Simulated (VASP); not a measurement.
Ge, 2 atoms in the cell. It takes space group Fd-3m (No. 227, cubic). Conventional cell: a = 4.451 Å, b = 4.451 Å, c = 4.451 Å, α = 90.00°, β = 90.00°, γ = 90.00°. Within 2.6 Å of Ge (site symmetry -43m) lie 4 Ge at 1.93 Å. 

| Quantity | Value |
| --- | --- |
| Program | VASP 6.6.1 |
| Task | relaxation of cell and atoms |
| Functional | LDA |
| Potentials or basis | VASP PAW LDA potentials, release 64 (Ge_d) |
| Cutoff | 600 eV |
| k mesh | 14 × 14 × 14 |
| Occupations | fermi-dirac, width 0.1 eV |
| Spin | no spin polarisation |
| Target pressure | 240 GPa |
| Dipole correction | no |
| Further INCAR settings | ALGO = Normal; EDIFF = 1e-06; IBRION = 2; EDIFFG = -0.005; NSW = 32; ISIF = 3 |

Potentials or basis: VASP PAW LDA potentials, release 64 (Ge_d).

The run is started by

```bash
$ cat potpaw_LDA.64/Ge_d/POTCAR > POTCAR
$ mpirun -np 1 vasp_std > vasp.out
```

Hardware: 1 thread of Intel(R) Xeon(R) 6975P-C (Granite Rapids), with other jobs on the host.

Task: Estimate the wall time of this run.

Result: Run time: 72 s on 1 thread of Intel(R) Xeon(R) 6975P-C (Granite Rapids), with other jobs on the host, peak memory 0.17 GiB. Counts: scf iterations 38, k points 104, ion steps 5.
